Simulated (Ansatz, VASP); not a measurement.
**One calculation of Na, two programs**

```
Na
1.0
     3.76700    0.00000    0.00000
    -1.88350    3.26232    0.00000
     0.00000    0.00000    6.33862
Na
2
Cartesian
  0.0000 2.1749 1.5847
  1.8835 1.0874 4.7540
```

Change from the starting cell: zz strain of +3 %.

Alike in both runs: task single point; functional PBEsol; k mesh 13 × 13 × 7; occupations fermi-dirac, width 0.05 eV; no spin polarisation.

|  | VASP | Ansatz |
| --- | --- | --- |
| version | VASP 6.6.1 | Ansatz 0.2.0 |
| potentials or method | VASP PAW PBE potentials, release 64 (Na_pv), cutoff 520 eV | all-electron LAPW, scalar-relativistic |

```tsv
	VASP	Ansatz	Ansatz less VASP
pressure (GPa)	-0.4	-0.5	-0.02
traceless stress, the component that is largest in VASP (GPa)	-0.13	-0.13	+0.004
```

VASP's potentials were made for PBE, not for PBEsol. Ansatz ran all-electron here, and VASP with PAW potentials.
